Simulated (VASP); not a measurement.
# SrAl2O5 (Cmcm) in VASP: relaxation of cell and atoms with PBE

Aim: the relaxation of cell and atoms of SrAl2O5 with PBE.

Program: VASP 6.6.1. These are calculated values, not measurements. Logs are shortened: lines on timing, memory, paths and dates and some standing lists are left out, and cuts for length are marked.

## (1) The cell of the first run

The structure is orthorhombic, space group Cmcm (No. 63). Conventional cell: a = 3.823 Å, b = 10.759 Å, c = 10.541 Å, α = 90.00°, β = 90.00°, γ = 90.00°. Sr (site symmetry m2m) has 6 O at 2.44 to 2.53 Å and 4 Al at 3.28 Å within 3.3 Å. Within 2.4 Å of Al (site symmetry m) lie 5 O at 1.84 to 1.95 Å. Within 2.0 Å of O (site symmetry m) lie 1 O at 1.48 Å and 1 Al at 1.84 Å. Within 2.6 Å of O (site symmetry m) lie 3 Al at 1.84 to 1.95 Å and 2 O at 2.45 Å and 1 Sr at 2.53 Å. O (site symmetry m2m) has 2 Al at 1.84 Å and 2 Sr at 2.44 Å within 2.5 Å.

## (2) Relaxation of cell and atoms, PBE

The input, INCAR:

```
ALGO     = Normal         # electronic algorithm
EDIFF    = 1E-7           # SCF threshold, eV
EDIFFG   = -0.01          # ionic threshold
ENCUT    = 600            # plane-wave cutoff, eV
GGA      = PE             # functional
GGA_COMPAT= False        
IBRION   = 2              # ionic algorithm
ISIF     = 3              # what is computed and relaxed
ISMEAR   = 0              # smearing method
LASPH    = True           # aspherical terms in the spheres
LCHARG   = False          # write CHGCAR
LREAL    = False          # projectors in reciprocal space
LWAVE    = False          # write WAVECAR
NELM     = 120            # most SCF steps
NELMIN   = 4            
NSW      = 100            # ionic steps
PREC     = Accurate       # precision mode
SIGMA    = 0.02           # smearing width, eV
```

The input, KPOINTS:

```
k-points
0
Gamma
  6 6 2
```

The input, POSCAR:

```
SrAl2O5
1.0
    1.9112565502     -5.3794800740      0.0000000000
    1.9112565502      5.3794800740      0.0000000000
    0.0000000000      0.0000000000     10.5409112691
Sr Al O
2 4 10
Direct
    0.1272528350      0.8727471650      0.7500000000
    0.8727471650      0.1272528350      0.2500000000
    0.8116962438      0.1883037562      0.5814671877
    0.8116962438      0.1883037562      0.9185328123
    0.1883037562      0.8116962438      0.4185328123
    0.1883037562      0.8116962438      0.0814671877
    0.9823386470      0.0176613530      0.5680443047
    0.2783308348      0.7216691652      0.5666391558
    0.9823386470      0.0176613530      0.9319556953
    0.2783308348      0.7216691652      0.9333608442
    0.7684141578      0.2315858422      0.7500000000
    0.0176613530      0.9823386470      0.4319556953
    0.7216691652      0.2783308348      0.4333608442
    0.0176613530      0.9823386470      0.0680443047
    0.7216691652      0.2783308348      0.0666391558
    0.2315858422      0.7684141578      0.2500000000
```

Potentials or basis: VASP PAW PBE potentials, release 64 (Sr_sv, Al, O).

Started as:

```
$ cat potpaw_PBE.64/Sr_sv/POTCAR potpaw_PBE.64/Al/POTCAR potpaw_PBE.64/O/POTCAR > POTCAR
$ mpirun -np 1 vasp_std > vasp.out
```

OUTCAR:

```text
EDIFF = 1E-7
   EDIFFG = -0.01
   ENCUT = 600
   GGA = PE
   IBRION = 2
   ISIF = 3
   ISMEAR = 0
   LASPH = True
   LREAL = False
   NELM = 120
   NELMIN = 4
   NSW = 100
   PREC = Accurate

 ion  position               nearest neighbor table
   1  0.127  0.873  0.750-  11 2.44  11 2.44   9 2.47   7 2.47  10 2.53   8 2.53   3 3.28   3 3.28
                             4 3.28   4 3.28   6 3.56   5 3.56   4 3.83   3 3.83
   2  0.873  0.127  0.250-  16 2.44  16 2.44  14 2.47  12 2.47  15 2.53  13 2.53   5 3.28   5 3.28
                             6 3.28   6 3.28   4 3.56   3 3.56   6 3.83   5 3.83
   3  0.812  0.188  0.581-  11 1.84  13 1.84   7 1.84   8 1.95   8 1.95   5 2.89   5 2.89   1 3.28
                             1 3.28   2 3.56   1 3.83
   4  0.812  0.188  0.919-  11 1.84  15 1.84   9 1.84  10 1.95  10 1.95   6 2.89   6 2.89   1 3.28
                             1 3.28   2 3.56   1 3.83
   5  0.188  0.812  0.419-  16 1.84   8 1.84  12 1.84  13 1.95  13 1.95   3 2.89   3 2.89   2 3.28
                             2 3.28   1 3.56   2 3.83
   6  0.188  0.812  0.081-  16 1.84  10 1.84  14 1.84  15 1.95  15 1.95   4 2.89   4 2.89   2 3.28
                             2 3.28   1 3.56   2 3.83
   7  0.982  0.018  0.568-  12 1.48   3 1.84   1 2.47
   8  0.278  0.722  0.567-   5 1.84   3 1.95   3 1.95   1 2.53
   9  0.982  0.018  0.932-  14 1.48   4 1.84   1 2.47
  10  0.278  0.722  0.933-   6 1.84   4 1.95   4 1.95   1 2.53
  11  0.768  0.232  0.750-   3 1.84   4 1.84   1 2.44   1 2.44
  12  0.018  0.982  0.432-   7 1.48   5 1.84   2 2.47
  13  0.722  0.278  0.433-   3 1.84   5 1.95   5 1.95   2 2.53
  14  0.018  0.982  0.068-   9 1.48   6 1.84   2 2.47
  15  0.722  0.278  0.067-   4 1.84   6 1.95   6 1.95   2 2.53
  16  0.232  0.768  0.250-   5 1.84   6 1.84   2 2.44   2 2.44

  LATTYP: Found a base centered orthorhombic cell.
 ALAT       =     3.8225131004
 B/A-ratio  =     2.8146300262
 C/A-ratio  =     2.7575866955

  Lattice vectors:

 A1 = (   1.9112565502,  -5.3794800740,   0.0000000000)
 A2 = (   1.9112565502,   5.3794800740,   0.0000000000)
 A3 = (   0.0000000000,   0.0000000000,  10.5409112691)

Analysis of symmetry for initial positions (statically):
=====================================================================
 Subroutine PRICEL returns:
 Original cell was already a primitive cell.

 Routine SETGRP: Setting up the symmetry group for a
 base centered orthorhombic supercell.

 Subroutine GETGRP returns: Found  8 space group operations
 (whereof  4 operations were pure point group operations)
 out of a pool of  8 trial point group operations.

The static configuration has the point symmetry C_2h.
 The point group associated with its full space group is D_2h.

Analysis of symmetry for dynamics (positions and initial velocities):
=====================================================================
 Subroutine PRICEL returns:
 Original cell was already a primitive cell.
[... 153 lines left out ...]
   EFERMI_NEDOS =   21; number of points for ismear=-14 and -15
   IALGO  =     38    algorithm
   IMIX   =      4    mixing-type and parameters
     AMIX     =   0.40;   BMIX     =  1.00
     AMIX_MAG =   1.60;   BMIX_MAG =  1.00
  volume/ion in A,a.u.               =      13.55        91.42
  Fermi-wavevector in a.u.,A,eV,Ry     =   1.230311  2.324951 20.594670  1.513666
  Thomas-Fermi vector in A             =   2.365165
   LORBIT       =      0    0 simple, 1 ext, 2 COOP (PROOUT), +10 PAW based schemes
   GGA     = PE    functional components
   LHFCALC =     F    Hartree Fock is set to
   AEXX    =    0.0000 exact exchange contribution
   IVDW    =     0    specifies the selected vdW correction
   LEPSILON=     F    determine dielectric tensor
   LRPA    =     F    only Hartree local field effects (RPA)
 conjugate gradient relaxation of ions
 non-spin polarized calculation
 Gauss-broadening in eV      SIGMA  =   0.02
  energy-cutoff  :      600.00
  volume of cell :      216.75
 maximum number of plane-waves:      7290
 NGX is ok and might be reduce to    48
   NGX = 23   NGY = 23   NGZ = 43

--------------------------------------- Ionic step        1  -------------------------------------------

 number of electron      92.0000008 magnetization

 Free energy of the ion-electron system (eV)
  ---------------------------------------------------
  ext. energy  EPLUGINS =         0.00000000
  ---------------------------------------------------
  free energy    TOTEN  =      -106.97789980 eV

  energy without entropy =     -106.97789980  energy(sigma->0) =     -106.97789980

------------------------ aborting loop because EDIFF is reached ----------------------------------------

  FORCE on cell =-STRESS in cart. coord.  units (eV):
  Direction    XX          YY          ZZ          XY          YZ          ZX
  --------------------------------------------------------------------------------------
  -------------------------------------------------------------------------------------
  Total       -0.0030326      0.1365396      0.2797223      0.0000000     -0.0000000      0.0000000
  in kB       -0.0224160      1.0092572      2.0676178      0.0000000     -0.0000000      0.0000000
  external PRESSURE =       1.0181530 kB  Pullay stress =       0.0000000 kB
[... 387 lines left out ...]
--------------------------------------- Ionic step        9  -------------------------------------------

 number of electron      92.0000011 magnetization

 Free energy of the ion-electron system (eV)
  ---------------------------------------------------
  ext. energy  EPLUGINS =         0.00000000
  ---------------------------------------------------
  free energy    TOTEN  =      -106.97922456 eV

  energy without entropy =     -106.97922456  energy(sigma->0) =     -106.97922456

 E-fermi :   2.7262     XC(G=0):  -9.3971

 val. band max:        2.6218368365   @ k =   0.5000   0.5000   0.0000
 cond. band min:       5.3318337372   @ k =   0.0000   0.0000   0.0000
 fundamental gap:      2.7099969007
 Fermi energy:         2.7261688870

 k-point     1 :       0.0000    0.0000    0.0000
  band No.  band energies     occupation
      1     -30.4956      2.00000
      2     -30.4948      2.00000
      3     -18.3527      2.00000
      4     -18.3179      2.00000
      5     -15.8356      2.00000
      6     -15.4973      2.00000
[... 1381 lines left out ...]
     54       9.0797      0.00000
     55       9.9837      0.00000

 [... further k-points ...]

------------------------ aborting loop because EDIFF is reached ----------------------------------------

  FORCE on cell =-STRESS in cart. coord.  units (eV):
  Direction    XX          YY          ZZ          XY          YZ          ZX
  --------------------------------------------------------------------------------------
  -------------------------------------------------------------------------------------
  Total        0.0105899     -0.0035078     -0.0271949      0.0000000      0.0000000      0.0000000
  in kB        0.0782092     -0.0259056     -0.2008403      0.0000000      0.0000000      0.0000000
  external PRESSURE =      -0.0495122 kB  Pullay stress =       0.0000000 kB
[... 31 lines left out ...]
  FREE ENERGIE OF THE ION-ELECTRON SYSTEM (eV)
  ---------------------------------------------------
  free  energy   TOTEN  =      -106.9792245640 eV

  energy  without entropy=     -106.9792245640  energy(sigma->0) =     -106.97922456

 reached required accuracy - stopping structural energy minimisation
```

OSZICAR:

```text
N       E                     dE             d eps       ncg     rms          rms(c)
DAV:   1     0.666740153225E+03    0.66674E+03   -0.51697E+04  2860   0.175E+03
DAV:   2    -0.655909819145E+02   -0.73233E+03   -0.71473E+03  3645   0.366E+02
[... 79 lines left out ...]
       N       E                     dE             d eps       ncg     rms          rms(c)
DAV:   1    -0.106979218995E+03   -0.31896E-04   -0.10288E-02  2867   0.501E-01    0.331E-02
DAV:   2    -0.106979230013E+03   -0.11017E-04   -0.23141E-04  3320   0.688E-02    0.225E-02
DAV:   3    -0.106979225822E+03    0.41903E-05   -0.11189E-05  4156   0.176E-02    0.120E-02
DAV:   4    -0.106979224535E+03    0.12872E-05   -0.33298E-06  3472   0.991E-03    0.241E-03
DAV:   5    -0.106979224564E+03   -0.28993E-07   -0.46069E-07  3096   0.374E-03
   9 F= -.10697922E+03 E0= -.10697922E+03  d E =-.375000E-04
```

CONTCAR:

```text
SrAl2O5
   1.00000000000000
     1.9105062827029333   -5.3891331826009612   -0.0000000000000000
     1.9105062827029333    5.3891331826009612    0.0000000000000000
     0.0000000000000000   -0.0000000000000000   10.5353520257903082
  Sr              Al              O
     2     4    10
Direct
     0.1271218575796168    0.8728781424203833    0.7500000000000000
     0.8728781424203833    0.1271218575796168    0.2500000000000000
     0.8118112356026292    0.1881887643973708    0.5814605185662831
     0.8118112356026292    0.1881887643973708    0.9185394814337169
     0.1881887643973708    0.8118112356026292    0.4185394814337168
     0.1881887643973708    0.8118112356026292    0.0814605185662832
[... 8 lines left out ...]
     0.7214484007907335    0.2785515992092664    0.0664349092866431
     0.2312430769897246    0.7687569230102751    0.2500000000000000

  0.00000000E+00  0.00000000E+00  0.00000000E+00
  0.00000000E+00  0.00000000E+00  0.00000000E+00
  0.00000000E+00  0.00000000E+00  0.00000000E+00
  0.00000000E+00  0.00000000E+00  0.00000000E+00
  0.00000000E+00  0.00000000E+00  0.00000000E+00
  0.00000000E+00  0.00000000E+00  0.00000000E+00
[... 8 lines left out ...]
  0.00000000E+00  0.00000000E+00  0.00000000E+00
  0.00000000E+00  0.00000000E+00  0.00000000E+00
```

It took 26 min on 1 thread of Intel Xeon 6975P-C (Granite Rapids), shared host; peak memory 0.68 GiB.

Results:

| Item | Value |
| --- | --- |
| Free energy | -106.9792 eV |
| Relaxed volume | 13.56 Å³/atom |
| Relaxed cell | a = 5.718 Å, b = 5.718 Å, c = 10.535 Å, α = 90.00°, β = 90.00°, γ = 140.96° |
| Space group after relaxing (to 0.1 Å) | Cmcm (No. 63) |
| Energy gained by relaxing | 0.1 meV/atom |
| Ionic steps | 9 |
| Pressure after relaxing | 0.0 GPa |
| Largest force after relaxing | 0.009 eV/Å |
| Band gap on the k mesh | 2.71 eV (least direct gap 2.80 eV) |

Forces on the atoms (eV/Å):
```
Sr   0.000 -0.009  0.000
Sr   0.000  0.009  0.000
Al   0.000 -0.001  0.000
Al   0.000 -0.001  0.000
Al   0.000  0.001  0.000
Al   0.000  0.001  0.000
O    0.000 -0.003  0.003
O    0.000 -0.004 -0.004
O    0.000 -0.003 -0.003
O    0.000 -0.004  0.004
O    0.000  0.003  0.000
O    0.000  0.003 -0.003
O    0.000  0.004  0.004
O    0.000  0.003  0.003
O    0.000  0.004 -0.004
O    0.000 -0.003  0.000
```

The path:
```csv
step,energy change (eV),largest force (eV/Å),pressure (GPa),volume (Å³)
1,0.0000,0.1274,0.10,216.75
2,0.0008,0.1913,-0.16,217.02
3,-0.0008,0.0288,-0.01,216.87
4,-0.0011,0.0134,0.01,216.88
5,-0.0012,0.0161,0.02,216.88
6,-0.0012,0.0181,0.02,216.88
7,-0.0013,0.0134,-0.01,216.95
8,-0.0013,0.0137,-0.01,216.95
9,-0.0013,0.0095,0.00,216.94
```

Final structure:
```yaml
crystal:
  lattice:
    - [1.91051, -5.38913, 0.00000]
    - [1.91051, 5.38913, 0.00000]
    - [0.00000, 0.00000, 10.53535]
  atoms:
    - { symbol: Sr, position: [0.12712, 0.87288, 0.75000] }
    - { symbol: Sr, position: [0.87288, 0.12712, 0.25000] }
    - { symbol: Al, position: [0.81181, 0.18819, 0.58146] }
    - { symbol: Al, position: [0.81181, 0.18819, 0.91854] }
    - { symbol: Al, position: [0.18819, 0.81181, 0.41854] }
    - { symbol: Al, position: [0.18819, 0.81181, 0.08146] }
    - { symbol: O, position: [0.98205, 0.01795, 0.56824] }
    - { symbol: O, position: [0.27855, 0.72145, 0.56643] }
    - { symbol: O, position: [0.98205, 0.01795, 0.93176] }
    - { symbol: O, position: [0.27855, 0.72145, 0.93357] }
    - { symbol: O, position: [0.76876, 0.23124, 0.75000] }
    - { symbol: O, position: [0.01795, 0.98205, 0.43176] }
    - { symbol: O, position: [0.72145, 0.27855, 0.43357] }
    - { symbol: O, position: [0.01795, 0.98205, 0.06824] }
    - { symbol: O, position: [0.72145, 0.27855, 0.06643] }
    - { symbol: O, position: [0.23124, 0.76876, 0.25000] }
```

Levels at points of the mesh, in eV from the valence-band top:
```
           k point  band 42  band 43  band 44  band 45  band 46  band 47  band 48  band 49  band 50  band 51
(0.00, 0.00, 0.00)    -1.10    -0.92    -0.83    -0.12    -0.09     2.71     3.33     3.77     4.70     5.47
(0.50, 0.00, 0.00)    -1.06    -0.75    -0.73    -0.32    -0.27     3.33     3.84     4.97     5.09     5.31
(0.50, 0.50, 0.00)    -1.24    -1.14    -1.05     0.00     0.00     2.96     3.82     4.51     4.56     5.90
(0.00, 0.00, 0.50)    -1.23    -0.98    -0.98    -0.10    -0.10     2.93     2.93     4.25     4.25     5.75
(0.50, 0.00, 0.50)    -1.23    -0.70    -0.70    -0.30    -0.30     3.53     3.53     5.07     5.07     5.45
(0.50, 0.50, 0.50)    -1.32    -1.01    -1.01     0.00     0.00     3.29     3.29     4.57     4.57     6.28
```

A k mesh can miss the band edges.
